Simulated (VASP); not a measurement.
# RbHfCl5 (P4/mmm) in VASP: further runs, part 2 of 2

VASP 6.6.1.

**4. Relaxation of cell and atoms, PBE**

This run uses another cell than the first one, of 25.88 Å³/atom.

Contents of INCAR:

```
PREC = Accurate
ENCUT = 600
EDIFF = 1E-6
ISMEAR = 0
SIGMA = 0.1
LREAL = F
LASPH = T
NELM = 100
ALGO = Normal
ISIF = 3
LWAVE = F
LCHARG = F
GGA = PE
IBRION = 2
NSW = 90
EDIFFG = -0.04
```

Contents of KPOINTS:

```
Automatic mesh
0
Gamma
  4 4 2
```

Contents of POSCAR:

```
RbHfCl5
1.0
    4.6914363900      0.0000000000      0.0000000000
    0.0000000000      4.6914363900      0.0000000000
    0.0000000000      0.0000000000      8.2322627300
Rb Hf Cl
1 1 5
Direct
    0.0000000000      0.0000000000      0.5000000000
    0.5000000000      0.5000000000      0.0000000000
    0.0000000000      0.5000000000      0.2839645700
    0.0000000000      0.5000000000      0.7160354300
    0.5000000000      0.0000000000      0.2839645700
    0.5000000000      0.0000000000      0.7160354300
    0.0000000000      0.0000000000      0.0000000000
```

Potentials or basis: VASP PAW PBE potentials, release 64 (Rb_sv, Hf_pv, Cl).

Started as:

```sh
> cat potpaw_PBE.64/Rb_sv/POTCAR potpaw_PBE.64/Hf_pv/POTCAR potpaw_PBE.64/Cl/POTCAR > POTCAR
> mpirun -np 1 vasp_std > vasp.out
```

OUTCAR:

```text
PREC = Accurate
   ENCUT = 600
   EDIFF = 1E-6
   ISMEAR = 0
   LREAL = F
   LASPH = T
   NELM = 100
   ISIF = 3
   GGA = PE
   IBRION = 2
   NSW = 90
   EDIFFG = -0.04

 ion  position               nearest neighbor table
   1  0.000  0.000  0.500-   3 2.94   4 2.94   5 2.94   6 2.94   3 2.94   4 2.94   5 2.94   6 2.94
                             7 4.12   7 4.12
   2  0.500  0.500  0.000-
   3  0.000  0.500  0.284-   1 2.94   1 2.94
   4  0.000  0.500  0.716-   1 2.94   1 2.94
   5  0.500  0.000  0.284-   1 2.94   1 2.94
   6  0.500  0.000  0.716-   1 2.94   1 2.94
   7  0.000  0.000  0.000-   1 4.12   1 4.12

  LATTYP: Found a simple tetragonal cell.
 ALAT       =     4.6914363900
 C/A-ratio  =     1.7547424809
[... 187 lines left out ...]
  -------------------------------------------------------------------------------------
  Total       -1.5141734     -1.5141734     -7.7716285      0.0000000      0.0000000      0.0000000
  in kB      -13.3892208    -13.3892208    -68.7213573      0.0000000      0.0000000      0.0000000
  external PRESSURE =     -31.8332663 kB  Pullay stress =       0.0000000 kB
[... 961 lines left out ...]
     31       5.3586      0.00000
     32       5.6984      0.00000

[... ionic steps 4 to 14 ...]

--------------------------------------- Ionic step       15  -------------------------------------------

 number of electron      54.0000003 magnetization

------------------------ aborting loop because EDIFF is reached ----------------------------------------
[... 77 lines left out ...]
--------------------------------------- Ionic step       17  -------------------------------------------

 number of electron      54.0000003 magnetization

 Free energy of the ion-electron system (eV)
  ---------------------------------------------------
  ext. energy  EPLUGINS =         0.00000000
  ---------------------------------------------------
  free energy    TOTEN  =       -27.40157612 eV

  energy without entropy =      -27.40035904  energy(sigma->0) =      -27.40096758

 E-fermi :   2.8341     XC(G=0):  -8.8769

 val. band max:        2.7218042005   @ k =   0.5000   0.5000   0.0000
 cond. band min:       2.9602044239   @ k =   0.0000   0.0000   0.0000
 fundamental gap:      0.2384002234
 Fermi energy:         2.8340978591
[... 452 lines left out ...]
  FREE ENERGIE OF THE ION-ELECTRON SYSTEM (eV)
  ---------------------------------------------------
  free  energy   TOTEN  =       -27.4015761188 eV

  energy  without entropy=      -27.4003590386  energy(sigma->0) =      -27.40096758

 reached required accuracy - stopping structural energy minimisation
```

CONTCAR:

```text
RbHfCl5
   1.00000000000000
     4.5612088681139369    0.0000000000000000    0.0000000000000000
    -0.0000000000000000    4.5612088681139369   -0.0000000000000000
     0.0000000000000000    0.0000000000000000    8.3167079491147913
  Rb              Hf              Cl
     1     1     5
Direct
     0.0000000000000000    0.0000000000000000    0.5000000000000000
     0.5000000000000000    0.5000000000000000    0.0000000000000000
     0.0000000000000000    0.5000000000000000    0.2140315499939839
     0.0000000000000000    0.5000000000000000    0.7859684500060162
     0.5000000000000000    0.0000000000000000    0.2140315499939839
     0.5000000000000000    0.0000000000000000    0.7859684500060162
     0.0000000000000000    0.0000000000000000    0.0000000000000000

  0.00000000E+00  0.00000000E+00  0.00000000E+00
  0.00000000E+00  0.00000000E+00  0.00000000E+00
  0.00000000E+00  0.00000000E+00  0.00000000E+00
  0.00000000E+00  0.00000000E+00  0.00000000E+00
  0.00000000E+00  0.00000000E+00  0.00000000E+00
  0.00000000E+00  0.00000000E+00  0.00000000E+00
  0.00000000E+00  0.00000000E+00  0.00000000E+00
```

Wall time 28 min (1 thread of Oxide Virtual Turin-like, shared host); peak memory 0.37 GiB.

Results:

- Free energy: -27.4016 eV
- Relaxed volume: 24.72 Å³/atom
- Relaxed cell: a = 4.561 Å, b = 4.561 Å, c = 8.317 Å, α = 90.00°, β = 90.00°, γ = 90.00°
- Space group after relaxing (to 0.1 Å): P4/mmm (No. 123)
- Energy gained by relaxing: 445.3 meV/atom
- Ionic steps: 17
- Pressure after relaxing: 0.0 GPa
- Largest force after relaxing: 0.005 eV/Å
- Band gap on the k mesh: 0.24 eV (least direct gap 0.50 eV)

Forces on the atoms (eV/Å):
```
Rb   0.000  0.000  0.000
Hf   0.000  0.000  0.000
Cl   0.000  0.000 -0.005
Cl   0.000  0.000  0.005
Cl   0.000  0.000 -0.005
Cl   0.000  0.000  0.005
Cl   0.000  0.000  0.000
```

Step by step:
```tsv
step	energy change (eV)	largest force (eV/Å)	pressure (GPa)	volume (Å³)
1	0.0000	2.3468	-3.18	181.19
2	-1.3003	2.0498	-1.05	167.92
3	-1.1644	0.3344	16.42	135.91
4	-1.9189	1.5115	3.84	153.56
5	-1.9645	1.0856	6.90	147.77
6	-2.6145	0.1335	2.92	159.33
7	-2.6565	0.1854	2.01	163.74
8	-2.8871	0.1831	-0.53	171.28
9	-2.9139	0.4611	-2.48	178.69
10	-2.9245	0.3746	-1.88	176.19
11	-3.0622	0.3148	-0.49	171.29
12	-3.0776	0.2834	0.20	169.19
13	-3.0776	0.2806	0.26	169.03
14	-3.0974	0.1902	0.24	169.94
15	-3.1165	0.0160	0.26	172.06
16	-3.1162	0.0325	-0.32	174.18
17	-3.1174	0.0053	-0.01	173.03
```

Final structure:
```cif
data_structure
_symmetry_space_group_name_H-M 'P 1'
_symmetry_Int_Tables_number 1
_cell_length_a 4.5612
_cell_length_b 4.5612
_cell_length_c 8.3167
_cell_angle_alpha 90.000
_cell_angle_beta 90.000
_cell_angle_gamma 90.000
_cell_volume 173.03
loop_
_atom_site_label
_atom_site_type_symbol
_atom_site_fract_x
_atom_site_fract_y
_atom_site_fract_z
_atom_site_occupancy
Rb1 Rb 0.00000 0.00000 0.50000 1
Hf1 Hf 0.50000 0.50000 0.00000 1
Cl1 Cl 0.00000 0.50000 0.21403 1
Cl2 Cl 0.00000 0.50000 0.78597 1
Cl3 Cl 0.50000 0.00000 0.21403 1
Cl4 Cl 0.50000 0.00000 0.78597 1
Cl5 Cl 0.00000 0.00000 0.00000 1
```

Caveat: semilocal functionals underestimate gaps, and a narrow one can read as zero; spin-orbit coupling is left out, which moves the levels of the heavy elements.

**5. Single point, PBE**

Contents of INCAR:

```
SYSTEM = RbHfCl5
ALGO = Normal
EDIFF = 1E-6
ENCUT = 520
GGA = PE
ISIF = 2
ISMEAR = 0
LASPH = .TRUE.
LCHARG = .TRUE.
LELF = .TRUE.
LREAL = .FALSE.
LVHAR = .TRUE.
LWAVE = .FALSE.
NBANDS = 36
NELM = 100
PREC = Accurate
SIGMA = 0.01
```

Contents of KPOINTS:

```
k-points
0
G
  8 8 4
  0 0 0
```

Contents of POSCAR:

```
RbHfCl5
1.0
    4.5648127539      0.0000000000      0.0000000000
    0.0000000000      4.5648127539      0.0000000000
    0.0000000000      0.0000000000      8.3328121227
Rb Hf Cl
1 1 5
Direct
    0.0000000000      0.0000000000      0.5000000000
    0.5000000000      0.5000000000      0.0000000000
    0.0000000000      0.5000000000      0.2144374683
    0.0000000000      0.5000000000      0.7855625317
    0.5000000000      0.0000000000      0.2144374683
    0.5000000000      0.0000000000      0.7855625317
    0.0000000000      0.0000000000      0.0000000000
```

Started as:

```sh
> cat potpaw_PBE.64/Rb_sv/POTCAR potpaw_PBE.64/Hf_pv/POTCAR potpaw_PBE.64/Cl/POTCAR > POTCAR
> mpirun -np 1 vasp_std > vasp.out
```

It took 7.4 min on 1 thread of Oxide Virtual Turin-like, shared host; peak memory 0.39 GiB.

The run converged. Its results:

| Quantity | Value |
| --- | --- |
| Free energy | -27.4032 eV |
| Pressure | -0.3 GPa |
| Largest force | 0.039 eV/Å |
| Band gap on the k mesh | 0.25 eV (least direct gap 0.51 eV) |

Forces in eV/Å, atoms in the order of the input:
```
Rb   0.000  0.000  0.000
Hf   0.000  0.000  0.000
Cl   0.000  0.000 -0.039
Cl   0.000  0.000  0.039
Cl   0.000  0.000 -0.039
Cl   0.000  0.000  0.039
Cl   0.000  0.000  0.000
```

Levels at points of the mesh, in eV from the valence-band top:
| k point | band 24 | band 25 | band 26 | band 27 | band 28 | band 29 | band 30 | band 31 |
| --- | --- | --- | --- | --- | --- | --- | --- | --- |
| (0.00, 0.00, 0.00) | -1.83 | -1.03 | -0.62 | -0.62 | 0.25 | 0.37 | 1.92 | 2.07 |
| (0.50, 0.00, 0.00) | -2.56 | -1.13 | -0.83 | -0.13 | 1.21 | 1.94 | 1.97 | 2.07 |
| (0.50, 0.50, 0.00) | -0.98 | -0.88 | -0.88 | 0.00 | 0.51 | 0.99 | 1.70 | 1.70 |
| (0.00, 0.00, 0.50) | -1.77 | -1.21 | -0.72 | -0.72 | 0.26 | 0.37 | 2.25 | 2.26 |
| (0.50, 0.00, 0.50) | -2.43 | -1.16 | -0.94 | -0.17 | 1.23 | 1.87 | 1.97 | 2.07 |
| (0.50, 0.50, 0.50) | -1.00 | -0.91 | -0.91 | -0.13 | 0.54 | 1.05 | 1.70 | 1.70 |

Caveat: semilocal functionals underestimate gaps, and a narrow one can read as zero; spin-orbit coupling is left out, which moves the levels of the heavy elements.

**6. Summary**

```csv
task,cell,k mesh,cutoff (eV),smearing,gap on the mesh (eV),pressure (GPa),largest force (eV/Å)
single point,"a = 4.574, b = 4.574, c = 8.288 Å, 7 atoms, atomic positions A",4 × 4 × 2,520,gaussian 0.1 eV,0.22,-0.3,0.04
single point,"a = 4.691, b = 4.691, c = 8.232 Å, 7 atoms, atomic positions B",4 × 4 × 2,520,gaussian 0.1 eV,0.32,-3.2,2.35
relaxation of cell and atoms,"relaxed from a = 4.691, b = 4.691, c = 8.232 Å, 7 atoms, atomic positions B",4 × 4 × 2,600,gaussian 0.1 eV,0.24,0.0,0.01
single point,"a = 4.565, b = 4.565, c = 8.333 Å, 7 atoms, atomic positions C",8 × 8 × 4,520,gaussian 0.01 eV,0.25,-0.3,0.04
```

Alike in all rows: level PBE; potentials or basis VASP PAW PBE potentials, release 64 (Rb_sv, Hf_pv, Cl); no spin polarisation.

Caveats: semilocal functionals underestimate gaps, and a narrow one can read as zero; spin-orbit coupling is left out, which moves the levels of the heavy elements; the stress differs along the axes, from -7 to -1 GPa (at least some runs); forces of over 1 eV/Å act on the atoms, so gaps and moduli don't describe the material at rest (at least some runs).

Total energies depend on the potentials used, so only differences within one code and one set of settings carry meaning.
